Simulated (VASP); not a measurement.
Set up this calculation in VASP 6.6.1, as the native input.

| Item | Value |
| --- | --- |
| Task | single point |
| Functional | PBEsol |
| Potentials or basis | VASP PAW PBE potentials, release 64 (Ti_sv, Al) |
| Cutoff | 520 eV |
| k mesh | 10 × 8 × 8 |
| Occupations | gaussian, width 0.15 eV |
| Spin | no spin polarisation |
| Dipole correction | no |
| Further INCAR settings | ALGO = Fast; EDIFF = 1e-06; NBANDS = 31 |

The structure of TiAl3 lies in POSCAR:

```
TiAl3
1.0
   -3.9479576782      0.0000000000      0.0000000000
    0.0000000000      3.9479576782      3.9479576782
    0.0000000000      3.9479576782     -3.9479576782
Ti Al
2 6
Direct
    0.0000000000      0.0000000000      0.0000000000
    0.0000000000      0.5000000000      0.5000000000
    0.5000000000      0.7500000000      0.7500000000
    0.5000000000      0.2500000000      0.2500000000
    0.5000000000      0.7500000000      0.2500000000
    0.5000000000      0.2500000000      0.7500000000
    1.0000000000      0.5000000000      0.0000000000
    1.0000000000      0.0000000000      0.5000000000
```

The input as run:

INCAR

```
PREC     = Accurate       # precision mode
ENCUT    = 520            # plane-wave cutoff, eV
EDIFF    = 1E-6           # SCF threshold, eV
ISMEAR   = 0              # smearing method
SIGMA    = 0.15           # smearing width, eV
LREAL    = False          # projectors in reciprocal space
LASPH    = True           # aspherical terms in the spheres
NELM     = 60             # most SCF steps
ALGO     = Fast           # electronic algorithm
ISIF     = 2              # what is computed and relaxed
LWAVE    = False          # write WAVECAR
LCHARG   = False          # write CHGCAR
GGA      = PS             # functional
NBANDS   = 31             # bands
```

KPOINTS

```
regular mesh
0
Gamma
  10 8 8
```

Potentials or basis: VASP PAW PBE potentials, release 64 (Ti_sv, Al).

Run with:

```sh
$ cat potpaw_PBE.64/Ti_sv/POTCAR potpaw_PBE.64/Al/POTCAR > POTCAR
$ mpirun -np 1 vasp_std > vasp.out
```

Results of the run:

```
Pressure               : 0.2 GPa
Band gap on the k mesh : zero (bands 21 and 22 overlap by 1.28 eV)
```

Caveat: the PAW data sets were made with another functional, which shifts forces and pressure a little.

It took 27 min on 1 thread of Intel Xeon 8259CL, on a shared host, peak memory 0.41 GiB.
